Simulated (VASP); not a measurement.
# P in VASP: notebook, part 2 of 2

VASP 6.6.1. Earlier steps stand in the parts before.

## 3. Single point, PBEsol (shortest bond scaled by 0.94)

The input, INCAR:

```
PREC = Accurate ; ENCUT = 520
EDIFF = 1E-6 ; ISMEAR = -1
SIGMA = 0.05 ; LREAL = False
LASPH = True ; NELM = 60
ALGO = Normal ; ISIF = 2
LWAVE = False ; LCHARG = False
GGA = PS ; NBANDS = 12
```

The input, KPOINTS:

```
Automatic mesh
0
Gamma
  11 11 11
```

The input, POSCAR:

```
P
1.0
    1.7257251780      0.9963478961      3.1296800121
   -1.7257251780      0.9963478961      3.1296800121
    0.0000000000     -1.9926957921      3.1296800121
P
2
Direct
    0.2134554350      0.2134554350      0.2434554350
    0.7865445650      0.7865445650      0.7565445650
```

Potentials or basis: VASP PAW PBE potentials, release 64 (P).

Started as:

```sh
cat potpaw_PBE.64/P/POTCAR > POTCAR
mpirun -np 1 vasp_std > vasp.out
```

OUTCAR:

```text
PREC = Accurate
   ENCUT = 520
   EDIFF = 1E-6
   ISMEAR = -1
   LREAL = False
   LASPH = True
   NELM = 60
   ISIF = 2
   GGA = PS

 ion  position               nearest neighbor table
   1  0.213  0.213  0.243-   2 2.16   2 2.32   2 2.32   2 2.83   2 2.83   2 2.95
   2  0.787  0.787  0.757-   1 2.16   1 2.32   1 2.32   1 2.83   1 2.83   1 2.95

  LATTYP: Found a trigonal (rhomboedric) cell.
 ALAT       =     3.7102201415
 COS(alpha) =     0.5673129383

  Lattice vectors:

 A1 = (   1.7257251780,   0.9963478961,   3.1296800121)
 A2 = (  -1.7257251780,   0.9963478961,   3.1296800121)
 A3 = (   0.0000000000,  -1.9926957921,   3.1296800121)

Analysis of symmetry for initial positions (statically):
=====================================================================
 Subroutine PRICEL returns:
 Original cell was already a primitive cell.

 Routine SETGRP: Setting up the symmetry group for a
 trigonal (rhombohedral) supercell.

 Subroutine GETGRP returns: Found  4 space group operations
 (whereof  4 operations were pure point group operations)
 out of a pool of 12 trial point group operations.

The static configuration has the point symmetry C_2h.

Analysis of symmetry for dynamics (positions and initial velocities):
=====================================================================
 Subroutine PRICEL returns:
 Original cell was already a primitive cell.

 Routine SETGRP: Setting up the symmetry group for a
 trigonal (rhombohedral) supercell.

 Subroutine GETGRP returns: Found  4 space group operations
 (whereof  4 operations were pure point group operations)
 out of a pool of 12 trial point group operations.

The dynamic configuration has the point symmetry C_2h.

 Subroutine INISYM returns: Found  4 space group operations
 (whereof  4 operations are pure point group operations),
 and found     1 'primitive' translations

[... 120 lines left out ...]
   LHFCALC =     F    Hartree Fock is set to
   AEXX    =    0.0000 exact exchange contribution
   IVDW    =     0    specifies the selected vdW correction
   LEPSILON=     F    determine dielectric tensor
   LRPA    =     F    only Hartree local field effects (RPA)
 non-spin polarized calculation
  energy-cutoff  :      520.00
  volume of cell :       32.29
 maximum number of plane-waves:       882
   NGX = 13   NGY = 13   NGZ = 13

 number of electron      10.0000001 magnetization

 Free energy of the ion-electron system (eV)
  ---------------------------------------------------
  ext. energy  EPLUGINS =         0.00000000
  ---------------------------------------------------
  free energy    TOTEN  =       -11.46647375 eV

  energy without entropy =      -11.46388477  energy(sigma->0) =      -11.46517926

 E-fermi :   8.7805     XC(G=0): -10.8517

 val. band max:        8.7804379350   @ k =   0.3636   0.0909   0.0909
 cond. band min:       8.8101824681   @ k =   0.3636   0.1818   0.1818
 fundamental gap:      0.0297445331
 Fermi energy:         8.7804771711

 k-point     1 :       0.0000    0.0000    0.0000
  band No.  band energies     occupation
      1      -7.7575      2.00000
      2       5.2881      2.00000
      3       5.3599      2.00000
      4       6.0583      2.00000
      5       6.2426      2.00000
      6       9.7730      0.00000
      7      10.6448      0.00000
      8      11.9881      0.00000
      9      14.4705      0.00000
     10      15.3906      0.00000
     11      16.0621      0.00000
     12      16.5649      0.00000
[... 331 lines left out ...]
 k-point    24 :      -0.4545    0.0000   -0.0909
  band No.  band energies     occupation
      1      -5.0507      2.00000
      2      -1.9524      2.00000
      3       3.9310      2.00000
      4       5.1507      2.00000
      5       7.4240      2.00000
      6       9.3786      0.00001
      7       9.8577      0.00000
      8      11.0822      0.00000
      9      15.9964      0.00000
     10      17.5195      0.00000
     11      19.5141      0.00000
     12      20.5448      0.00000

 [... further k-points ...]

------------------------ aborting loop because EDIFF is reached ----------------------------------------

  FORCE on cell =-STRESS in cart. coord.  units (eV):
  Direction    XX          YY          ZZ          XY          YZ          ZX
  --------------------------------------------------------------------------------------
  -------------------------------------------------------------------------------------
  Total       -0.0339309      0.6633771      0.0984987      0.0000000      0.8020243      0.0000000
  in kB       -1.6837284     32.9182874      4.8877291      0.0000000     39.7982754      0.0000000
  external PRESSURE =      12.0407627 kB  Pullay stress =       0.0000000 kB

 VOLUME and BASIS-vectors are now :
 -----------------------------------------------------------------------------
  energy-cutoff  :      520.00
  volume of cell :       32.29
      direct lattice vectors                 reciprocal lattice vectors
     1.725725178  0.996347896  3.129680012     0.289733271  0.167277582  0.106507161
    -1.725725178  0.996347896  3.129680012    -0.289733271  0.167277582  0.106507161
     0.000000000 -1.992695792  3.129680012     0.000000000 -0.334555164  0.106507161

 POSITION                                       TOTAL-FORCE (eV/Angst)
 -----------------------------------------------------------------------------------
      0.00000     -0.05978      2.09803         0.000000      0.945350      1.016756
      0.00000      0.05978      7.29101         0.000000     -0.945350     -1.016756
 -----------------------------------------------------------------------------------
    total drift:                                0.000000     -0.000000     -0.000000

  FREE ENERGIE OF THE ION-ELECTRON SYSTEM (eV)
  ---------------------------------------------------
  free  energy   TOTEN  =       -11.4664737527 eV

  energy  without entropy=      -11.4638847710  energy(sigma->0) =      -11.46517926
```

OSZICAR:

```text
N       E                     dE             d eps       ncg     rms          rms(c)
DAV:   1     0.208945593577E+02    0.20895E+02   -0.45283E+03  8800   0.720E+02
DAV:   2    -0.103436068708E+02   -0.31238E+02   -0.29755E+02 11644   0.116E+02
DAV:   3    -0.115247780300E+02   -0.11812E+01   -0.11743E+01 11404   0.212E+01
DAV:   4    -0.115322813767E+02   -0.75033E-02   -0.75018E-02 10412   0.205E+00
DAV:   5    -0.115323398763E+02   -0.58500E-04   -0.58500E-04 11620   0.177E-01    0.725E+00
DAV:   6    -0.114884093477E+02    0.43931E-01   -0.13138E-02 10328   0.653E-01    0.431E+00
DAV:   7    -0.114664559854E+02    0.21953E-01   -0.25822E-02 10472   0.953E-01    0.967E-02
DAV:   8    -0.114664545879E+02    0.13975E-05   -0.22404E-03 10384   0.314E-01    0.929E-02
DAV:   9    -0.114664683536E+02   -0.13766E-04   -0.61030E-05 11256   0.543E-02    0.483E-02
DAV:  10    -0.114664735730E+02   -0.52193E-05   -0.98367E-06 10384   0.185E-02    0.427E-03
DAV:  11    -0.114664737527E+02   -0.17974E-06   -0.57731E-07  6768   0.513E-03
   1 F= -.11466474E+02 E0= -.11465179E+02  d E =-.258898E-02
```

stdout:

```text
POSCAR found type information on POSCAR P
 POSCAR found :  1 types and       2 ions
 scaLAPACK will be used
 -----------------------------------------------------------------------------
|                                                                             |
|                                                                             |
|     You enforced a specific xc type in the INCAR file but a different       |
|     I HOPE YOU KNOW WHAT YOU ARE DOING!                                     |
|                                                                             |
 -----------------------------------------------------------------------------

 LDA part: xc-table for (Slater+PW92), standard interpolation
 POSCAR, INCAR and KPOINTS ok, starting setup
 FFT: planning ... GRIDC
 FFT: planning ... GRID_SOFT
 FFT: planning ... GRID
 WAVECAR not read
 entering main loop
```

It took 2.1 min on 1 thread of AMD EPYC 7R43 (Zen 3), shared host; peak memory 0.19 GiB.

Results:

| Quantity | Value |
| --- | --- |
| Free energy | -11.4665 eV |
| Pressure | 1.2 GPa |
| Largest force | 1.388 eV/Å |
| Band gap on the k mesh | zero (bands 5 and 6 overlap by 0.84 eV) |

Forces on the atoms (eV/Å):
```
P    0.000  0.945  1.017
P    0.000 -0.945 -1.017
```

Stress tensor (GPa, compression positive):
```
-0.17  0.00  0.00
 0.00  3.29  3.98
 0.00  3.98  0.49
```

Levels at points of the mesh, in eV from the Fermi level:
| k point | band 3 | band 4 | band 5 | band 6 | band 7 | band 8 |
| --- | --- | --- | --- | --- | --- | --- |
| (0.00, 0.00, 0.00) | -3.42 | -2.72 | -2.54 | 0.99 | 1.86 | 3.21 |

Caveat: the cell differs from its parent crystal (shortest bond scaled by 0.94); the PAW data sets were made with another functional, which shifts forces and pressure a little.

The gap in the log of VASP goes by the Fermi energy; the results here count the filled bands.